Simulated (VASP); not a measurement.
# NaI (Fm-3m) in VASP: further runs

NaI is run at these levels: PBE; tasks: single point.

All numbers are computed with VASP 6.6.1; they aren't measurements. Logs are shortened: lines on timing, memory, paths and dates and some standing lists are left out, and cuts for length are marked.

## 1. The cell of the first run

The structure is cubic, space group Fm-3m (No. 225). Conventional cell: a = 6.485 Å, b = 6.485 Å, c = 6.485 Å, α = 90.00°, β = 90.00°, γ = 90.00°. Na (site symmetry m-3m) has 6 I at 3.24 Å within 4.3 Å. I (site symmetry m-3m) has 6 Na at 3.24 Å within 4.3 Å.

## 2. Single point, PBE (34.10 Å³/atom)

Input file INCAR:

```
PREC = Accurate
ENCUT = 520
EDIFF = 1E-6
ISMEAR = 0
SIGMA = 0.05
LREAL = False
LASPH = True
NELM = 80
ALGO = Normal
ISIF = 2
LWAVE = False
LCHARG = False
GGA = PE
NBANDS = 14
```

Input file KPOINTS:

```
Automatic mesh
0
Gamma
  10 10 10
```

Input file POSCAR:

```
NaI
1.0
    0.0000000000      3.2426267620      3.2426267620
    3.2426267620      0.0000000000      3.2426267620
    3.2426267620      3.2426267620      0.0000000000
Na I
1 1
Direct
    0.0000000000      0.0000000000      0.0000000000
    0.5000000000      0.5000000000      0.5000000000
```

Potentials or basis: VASP PAW PBE potentials, release 64 (Na_pv, I).

Command:

```
> cat potpaw_PBE.64/Na_pv/POTCAR potpaw_PBE.64/I/POTCAR > POTCAR
> mpirun -np 1 vasp_std > vasp.out
```

OUTCAR:

```text
PREC = Accurate
   ENCUT = 520
   EDIFF = 1E-6
   ISMEAR = 0
   LREAL = False
   LASPH = True
   NELM = 80
   ISIF = 2
   GGA = PE

 ion  position               nearest neighbor table
   1  0.000  0.000  0.000-
   2  0.500  0.500  0.500-

  LATTYP: Found a face centered cubic cell.
 ALAT       =     6.4852535240

  Lattice vectors:

 A1 = (   0.0000000000,   3.2426267620,   3.2426267620)
 A2 = (   3.2426267620,   0.0000000000,   3.2426267620)
 A3 = (   3.2426267620,   3.2426267620,   0.0000000000)

Analysis of symmetry for initial positions (statically):
=====================================================================
 Subroutine PRICEL returns:
 Original cell was already a primitive cell.

 Routine SETGRP: Setting up the symmetry group for a
 face centered cubic supercell.

 Subroutine GETGRP returns: Found 48 space group operations
 (whereof 48 operations were pure point group operations)
 out of a pool of 48 trial point group operations.

The static configuration has the point symmetry O_h .

Analysis of symmetry for dynamics (positions and initial velocities):
=====================================================================
 Subroutine PRICEL returns:
 Original cell was already a primitive cell.

 Routine SETGRP: Setting up the symmetry group for a
 face centered cubic supercell.

 Subroutine GETGRP returns: Found 48 space group operations
 (whereof 48 operations were pure point group operations)
 out of a pool of 48 trial point group operations.

The dynamic configuration has the point symmetry O_h .

 Subroutine INISYM returns: Found 48 space group operations
 (whereof 48 operations are pure point group operations),
 and found     1 'primitive' translations

----------------------------------------------------------------------------------------

                                     Primitive cell

  volume of cell :      68.1900

  direct lattice vectors                    reciprocal lattice vectors
     0.000000000  3.242626762  3.242626762    -0.154195977  0.154195977  0.154195977
     3.242626762  0.000000000  3.242626762     0.154195977 -0.154195977  0.154195977
     3.242626762  3.242626762  0.000000000     0.154195977  0.154195977 -0.154195977

  length of vectors
     4.585766745  4.585766745  4.585766745     0.267075266  0.267075266  0.267075266

  position of ions in fractional coordinates (direct lattice)
     0.000000000  0.000000000  0.000000000
     0.500000000  0.500000000  0.500000000

  ion indices of the primitive-cell ions
   primitive index   ion index
                 1           1
                 2           2

----------------------------------------------------------------------------------------

 KPOINTS: Automatic mesh

Automatic generation of k-mesh.
 Grid dimensions read from file:
 generate k-points for:   10   10   10

 Generating k-lattice:

  Cartesian coordinates                     Fractional coordinates (reciprocal lattice)
    -0.015419598  0.015419598  0.015419598     0.100000000  0.000000000  0.000000000
     0.015419598 -0.015419598  0.015419598     0.000000000  0.100000000  0.000000000
     0.015419598  0.015419598 -0.015419598     0.000000000  0.000000000  0.100000000

  Length of vectors
     0.026707527  0.026707527  0.026707527

  Shift w.r.t. Gamma in fractional coordinates (k-lattice)
     0.000000000  0.000000000  0.000000000

 Subroutine IBZKPT returns following result:
 ===========================================

 Found     47 irreducible k-points:

 Following reciprocal coordinates:
            Coordinates               Weight
  0.000000  0.000000  0.000000      1.000000
  0.100000  0.000000  0.000000      8.000000
  0.200000  0.000000  0.000000      8.000000
  0.300000  0.000000  0.000000      8.000000
  0.400000  0.000000  0.000000      8.000000
  0.500000  0.000000  0.000000      4.000000
[... 16 lines left out ...]
  0.300000  0.300000  0.000000      6.000000
  0.400000  0.300000  0.000000     24.000000
 [... further k-points ...]
   k-points           NKPTS =     47   k-points in BZ     NKDIM =     47   number of bands    NBANDS=     14
   number of dos      NEDOS =    301   number of ions     NIONS =      2
   total plane-waves  NPLWV =  46656
   dimension x,y,z NGX =    36 NGY =   36 NGZ =   36
   dimension x,y,z NGXF=    72 NGYF=   72 NGZF=   72
   ions per type =               1   1
   NGX,Y,Z   is equivalent  to a cutoff of  13.05, 13.05, 13.05 a.u.
   NGXF,Y,Z  is equivalent  to a cutoff of  26.10, 26.10, 26.10 a.u.
 SYSTEM =  unknown system
   PREC   = accura    normal or accurate (medium, high low for compatibility)
   ISTART =      0    job   : 0-new  1-cont  2-samecut
   ICHARG =      2    charge: 1-file 2-atom 10-const
   ISPIN  =      1    spin polarized calculation?
   LNONCOLLINEAR =      F non collinear calculations
   LSORBIT =      F    spin-orbit coupling
   LASPH  =      T    aspherical Exc in radial PAW
   ENCUT  =  520.0 eV  38.22 Ry    6.18 a.u.   8.53  8.53  8.53*2*pi/ulx,y,z
   NELM   =     80;   NELMIN=  2; NELMDL= -5     # of ELM steps
   EDIFF  = 0.1E-05   stopping-criterion for ELM
   LREAL  =      F    real-space projection
[... 7 lines left out ...]
   TEBEG  =    0.0;   TEEND  =   0.0 temperature during run
   PSTRESS=    0.0 pullay stress
   NELECT =      14.0000    total number of electrons
   NUPDOWN=      -1.0000    fix difference up-down
   EMIN   =  10.00;   EMAX   =-10.00  energy-range for DOS
   EFERMI =   0.00;   METHOD = LEGACY
   ISMEAR =     0;   SIGMA  =   0.05  broadening in eV -4-tet -1-fermi 0-gaus
   EFERMI_NEDOS =   21; number of points for ismear=-14 and -15
   IALGO  =     38    algorithm
   IMIX   =      4    mixing-type and parameters
     AMIX     =   0.40;   BMIX     =  1.00
     AMIX_MAG =   1.60;   BMIX_MAG =  1.00
  volume/ion in A,a.u.               =      34.10       230.08
  Fermi-wavevector in a.u.,A,eV,Ry     =   0.965778  1.825055 12.690518  0.932727
  Thomas-Fermi vector in A             =   2.095523
   LORBIT       =      0    0 simple, 1 ext, 2 COOP (PROOUT), +10 PAW based schemes
   GGA     = PE    functional components
   LHFCALC =     F    Hartree Fock is set to
   AEXX    =    0.0000 exact exchange contribution
   IVDW    =     0    specifies the selected vdW correction
   LEPSILON=     F    determine dielectric tensor
   LRPA    =     F    only Hartree local field effects (RPA)
 non-spin polarized calculation
 Gauss-broadening in eV      SIGMA  =   0.05
  energy-cutoff  :      520.00
  volume of cell :       68.19
 maximum number of plane-waves:      1854
 NGX is ok and might be reduce to    36
   NGX = 17   NGY = 17   NGZ = 17

 number of electron      13.9999993 magnetization

 Free energy of the ion-electron system (eV)
  ---------------------------------------------------
  ext. energy  EPLUGINS =         0.00000000
  ---------------------------------------------------
  free energy    TOTEN  =        -5.38602692 eV

  energy without entropy =       -5.38602692  energy(sigma->0) =       -5.38602692

 E-fermi :   0.9640     XC(G=0):  -7.6817

 val. band max:        0.7664941040   @ k =   0.0000   0.0000   0.0000
 cond. band min:       4.3917313623   @ k =   0.0000   0.0000   0.0000
 fundamental gap:      3.6252372583
 Fermi energy:         0.9639692623

 k-point     1 :       0.0000    0.0000    0.0000
  band No.  band energies     occupation
      1     -21.6797      2.00000
      2     -21.6797      2.00000
      3     -21.6797      2.00000
      4     -10.2364      2.00000
      5       0.7665      2.00000
      6       0.7665      2.00000
      7       0.7665      2.00000
      8       4.3917      0.00000
      9       8.6961      0.00000
     10       8.6961      0.00000
     11       8.6961      0.00000
     12      10.5049      0.00000
     13      10.5049      0.00000
     14      11.1971      0.00000

 k-point     2 :       0.1000    0.0000    0.0000
  band No.  band energies     occupation
      1     -21.6802      2.00000
      2     -21.6797      2.00000
      3     -21.6797      2.00000
      4     -10.2089      2.00000
      5       0.4571      2.00000
      6       0.7378      2.00000
      7       0.7378      2.00000
      8       4.7441      0.00000
      9       8.4265      0.00000
     10       8.8032      0.00000
     11       8.8032      0.00000
     12      10.1768      0.00000
     13      10.1768      0.00000
     14      11.6637      0.00000

 k-point     3 :       0.2000    0.0000    0.0000
  band No.  band energies     occupation
      1     -21.6815      2.00000
      2     -21.6798      2.00000
      3     -21.6798      2.00000
      4     -10.1352      2.00000
      5      -0.1842      2.00000
      6       0.6649      2.00000
      7       0.6649      2.00000
      8       5.4201      0.00000
      9       8.1743      0.00000
     10       8.8545      0.00000
     11       8.8545      0.00000
     12      10.0427      0.00000
     13      10.0427      0.00000
     14      11.3977      0.00000

 k-point     4 :       0.3000    0.0000    0.0000
  band No.  band energies     occupation
      1     -21.6830      2.00000
      2     -21.6799      2.00000
      3     -21.6799      2.00000
      4     -10.0401      2.00000
      5      -0.8079      2.00000
      6       0.5793      2.00000
      7       0.5793      2.00000
      8       5.8210      0.00000
      9       8.5047      0.00000
     10       8.5639      0.00000
     11       8.5639      0.00000
     12      10.7025      0.00000
     13      10.7025      0.00000
     14      10.9754      0.00000

 k-point     5 :       0.4000    0.0000    0.0000
  band No.  band energies     occupation
      1     -21.6843      2.00000
      2     -21.6800      2.00000
      3     -21.6800      2.00000
      4      -9.9597      2.00000
      5      -1.2398      2.00000
      6       0.5133      2.00000
      7       0.5133      2.00000
      8       5.8730      0.00000
      9       8.3007      0.00000
     10       8.3007      0.00000
     11       9.1816      0.00000
[... 276 lines left out ...]
 k-point    22 :      -0.2000    0.2000    0.0000
  band No.  band energies     occupation
      1     -21.6827      2.00000
      2     -21.6809      2.00000
      3     -21.6798      2.00000
      4     -10.0104      2.00000
      5      -0.7100      2.00000
      6       0.1129      2.00000
      7       0.5930      2.00000
      8       6.5469      0.00000
      9       7.9151      0.00000
     10       7.9814      0.00000
     11       8.8842      0.00000
     12       9.7385      0.00000
     13      12.1984      0.00000
     14      13.0260      0.00000

 k-point    23 :       0.3000    0.3000    0.0000
  band No.  band energies     occupation
      1     -21.6824      2.00000
      2     -21.6807      2.00000
      3     -21.6807      2.00000
      4      -9.9855      2.00000
      5      -0.6840      2.00000
      6       0.2575      2.00000
      7       0.2575      2.00000
      8       5.9616      0.00000
      9       6.8437      0.00000
     10       8.6112      0.00000
     11      10.4194      0.00000
     12      10.4194      0.00000
     13      11.4531      0.00000
     14      14.3207      0.00000

 k-point    24 :       0.4000    0.3000    0.0000
  band No.  band energies     occupation
      1     -21.6830      2.00000
      2     -21.6810      2.00000
      3     -21.6809      2.00000
      4      -9.9263      2.00000
      5      -0.8890      2.00000
      6       0.0890      2.00000
      7       0.1826      2.00000
      8       5.8765      0.00000
      9       6.7965      0.00000
     10       8.8896      0.00000
     11      10.3619      0.00000
     12      11.1234      0.00000
     13      12.2967      0.00000
     14      14.3826      0.00000

 [... further k-points ...]

------------------------ aborting loop because EDIFF is reached ----------------------------------------

  FORCE on cell =-STRESS in cart. coord.  units (eV):
  Direction    XX          YY          ZZ          XY          YZ          ZX
  --------------------------------------------------------------------------------------
  -------------------------------------------------------------------------------------
  Total        0.1472410      0.1472410      0.1472410      0.0000000      0.0000000     -0.0000000
  in kB        3.4595407      3.4595407      3.4595407      0.0000000      0.0000000     -0.0000000
  external PRESSURE =       3.4595407 kB  Pullay stress =       0.0000000 kB

 VOLUME and BASIS-vectors are now :
 -----------------------------------------------------------------------------
  energy-cutoff  :      520.00
  volume of cell :       68.19
      direct lattice vectors                 reciprocal lattice vectors
     0.000000000  3.242626762  3.242626762    -0.154195977  0.154195977  0.154195977
     3.242626762  0.000000000  3.242626762     0.154195977 -0.154195977  0.154195977
     3.242626762  3.242626762  0.000000000     0.154195977  0.154195977 -0.154195977

 POSITION                                       TOTAL-FORCE (eV/Angst)
 -----------------------------------------------------------------------------------
      0.00000      0.00000      0.00000        -0.000000     -0.000000     -0.000000
      3.24263      3.24263      3.24263         0.000000      0.000000      0.000000
 -----------------------------------------------------------------------------------
    total drift:                                0.000000      0.000000      0.000000

  FREE ENERGIE OF THE ION-ELECTRON SYSTEM (eV)
  ---------------------------------------------------
  free  energy   TOTEN  =        -5.3860269242 eV

  energy  without entropy=       -5.3860269242  energy(sigma->0) =       -5.38602692
```

Wall time 14 s (1 thread of Intel Xeon 6975P-C (Granite Rapids), shared host); peak memory 0.22 GiB.

What came out:

```yaml
Free_energy: -5.3860 eV
Pressure: 0.3 GPa
Band_gap_on_the_k_mesh: 3.63 eV
```

Caveat: spin-orbit coupling is left out, which moves the levels of the heavy elements. As with any semilocal functional, this PBE gap is likely too small.

## 3. Single point, PBE (34.79 Å³/atom)

This run uses another cell than the first one, of 34.79 Å³/atom.

Input file INCAR:

```
PREC     = Accurate       # precision mode
ENCUT    = 520            # plane-wave cutoff, eV
EDIFF    = 1E-6           # SCF threshold, eV
ISMEAR   = 0              # smearing method
SIGMA    = 0.05           # smearing width, eV
LREAL    = F              # projectors in reciprocal space
LASPH    = T              # aspherical terms in the spheres
NELM     = 80             # most SCF steps
ALGO     = Normal         # electronic algorithm
ISIF     = 2              # what is computed and relaxed
LWAVE    = F              # write WAVECAR
LCHARG   = T              # write CHGCAR
GGA      = PE             # functional
LELF     = T              # ELF
LVHAR    = T            
NBANDS   = 14             # bands
```

KPOINTS is that of step 2.

Input file POSCAR:

```
NaI
1.0
    0.0000000000      3.2645370669      3.2645370669
    3.2645370669      0.0000000000      3.2645370669
    3.2645370669      3.2645370669      0.0000000000
Na I
1 1
Direct
    0.0000000000      0.0000000000      0.0000000000
    0.5000000000      0.5000000000      0.5000000000
```

Potentials or basis: VASP PAW PBE potentials, release 64 (Na_pv, I).

Command:

```
> cat potpaw_PBE.64/Na_pv/POTCAR potpaw_PBE.64/I/POTCAR > POTCAR
> mpirun -np 1 vasp_std > vasp.out
```

OUTCAR:

```text
PREC = Accurate
   ENCUT = 520
   EDIFF = 1E-6
   ISMEAR = 0
   LREAL = F
   LASPH = T
   NELM = 80
   ISIF = 2
   GGA = PE

 ion  position               nearest neighbor table
   1  0.000  0.000  0.000-
   2  0.500  0.500  0.500-

  LATTYP: Found a face centered cubic cell.
 ALAT       =     6.5290741338

  Lattice vectors:

 A1 = (   0.0000000000,   3.2645370669,   3.2645370669)
 A2 = (   3.2645370669,   0.0000000000,   3.2645370669)
[... 592 lines left out ...]
 [... further k-points ...]

------------------------ aborting loop because EDIFF is reached ----------------------------------------

  FORCE on cell =-STRESS in cart. coord.  units (eV):
  Direction    XX          YY          ZZ          XY          YZ          ZX
  --------------------------------------------------------------------------------------
  -------------------------------------------------------------------------------------
  Total        0.0103679      0.0103679      0.0103679      0.0000000     -0.0000000      0.0000000
  in kB        0.2387305      0.2387305      0.2387305      0.0000000     -0.0000000      0.0000000
  external PRESSURE =       0.2387305 kB  Pullay stress =       0.0000000 kB

 VOLUME and BASIS-vectors are now :
 -----------------------------------------------------------------------------
  energy-cutoff  :      520.00
  volume of cell :       69.58
      direct lattice vectors                 reciprocal lattice vectors
     0.000000000  3.264537067  3.264537067    -0.153161073  0.153161073  0.153161073
     3.264537067  0.000000000  3.264537067     0.153161073 -0.153161073  0.153161073
     3.264537067  3.264537067  0.000000000     0.153161073  0.153161073 -0.153161073

 POSITION                                       TOTAL-FORCE (eV/Angst)
 -----------------------------------------------------------------------------------
      0.00000      0.00000      0.00000         0.000000     -0.000000      0.000000
      3.26454      3.26454      3.26454        -0.000000      0.000000     -0.000000
 -----------------------------------------------------------------------------------
    total drift:                                0.000000      0.000000      0.000000

  FREE ENERGIE OF THE ION-ELECTRON SYSTEM (eV)
  ---------------------------------------------------
  free  energy   TOTEN  =        -5.3875624622 eV

  energy  without entropy=       -5.3875624622  energy(sigma->0) =       -5.38756246
```

stdout:

```text
POSCAR found type information on POSCAR NaI
 POSCAR found :  2 types and       2 ions
 scaLAPACK will be used
 LDA part: xc-table for (Slater+PW92), standard interpolation
 POSCAR, INCAR and KPOINTS ok, starting setup
 FFT: planning ... GRIDC
 FFT: planning ... GRID_SOFT
 FFT: planning ... GRID
 WAVECAR not read
 entering main loop
```

It took 16 s on 1 thread of Intel Xeon 6975P-C (Granite Rapids), shared host; peak memory 0.22 GiB.

What came out:

| Item | Value |
| --- | --- |
| Free energy | -5.3876 eV |
| Pressure | 0.0 GPa |
| Band gap on the k mesh | 3.57 eV |

Levels at points of the mesh, in eV from the valence-band top:
| k point | band 5 | band 6 | band 7 | band 8 | band 9 | band 10 |
| --- | --- | --- | --- | --- | --- | --- |
| (0.00, 0.00, 0.00) | 0.00 | 0.00 | 0.00 | 3.57 | 7.93 | 7.93 |
| (0.50, 0.00, 0.00) | -2.09 | -0.27 | -0.27 | 5.09 | 7.42 | 7.42 |
| (0.50, 0.50, 0.00) | -1.82 | -0.71 | -0.71 | 4.47 | 5.60 | 9.71 |

Caveat: spin-orbit coupling is left out, which moves the levels of the heavy elements.

## 4. Single point, PBE

This run uses another cell than the first one, of 34.79 Å³/atom.

Input file INCAR:

```
SYSTEM = NaI
ALGO     = Normal         ! electronic algorithm
EDIFF    = 1E-6           ! SCF threshold, eV
ENCUT    = 520            ! plane-wave cutoff, eV
GGA      = PE             ! functional
ISIF     = 2              ! what is computed and relaxed
ISMEAR   = 0              ! smearing method
LASPH    = .True.         ! aspherical terms in the spheres
LCHARG   = .True.         ! write CHGCAR
LELF     = .True.         ! ELF
LREAL    = .False.        ! projectors in reciprocal space
LVHAR    = .True.       
LWAVE    = .False.        ! write WAVECAR
NBANDS   = 14             ! bands
NELM     = 100            ! most SCF steps
PREC     = Accurate       ! precision mode
SIGMA    = 0.05           ! smearing width, eV
```

Input file KPOINTS:

```
k-points
0
Gamma
  10 10 10
  0 0 0
```

POSCAR is that of step 3.

Command:

```
> cat potpaw_PBE.64/Na_pv/POTCAR potpaw_PBE.64/I/POTCAR > POTCAR
> mpirun -np 1 vasp_std > vasp.out
```

Wall time 15 s (1 thread of Intel Xeon 6975P-C (Granite Rapids), shared host); peak memory 0.22 GiB.

It converged, with:

```yaml
Free_energy: -5.3876 eV
Pressure: 0.0 GPa
Band_gap_on_the_k_mesh: 3.57 eV
```

Levels at points of the mesh, in eV from the valence-band top:
| k point | band 5 | band 6 | band 7 | band 8 | band 9 | band 10 |
| --- | --- | --- | --- | --- | --- | --- |
| (0.00, 0.00, 0.00) | 0.00 | 0.00 | 0.00 | 3.57 | 7.93 | 7.93 |
| (0.50, 0.00, 0.00) | -2.09 | -0.27 | -0.27 | 5.09 | 7.42 | 7.42 |
| (0.50, 0.50, 0.00) | -1.82 | -0.71 | -0.71 | 4.47 | 5.60 | 9.71 |

Caveat: spin-orbit coupling is left out, which moves the levels of the heavy elements.
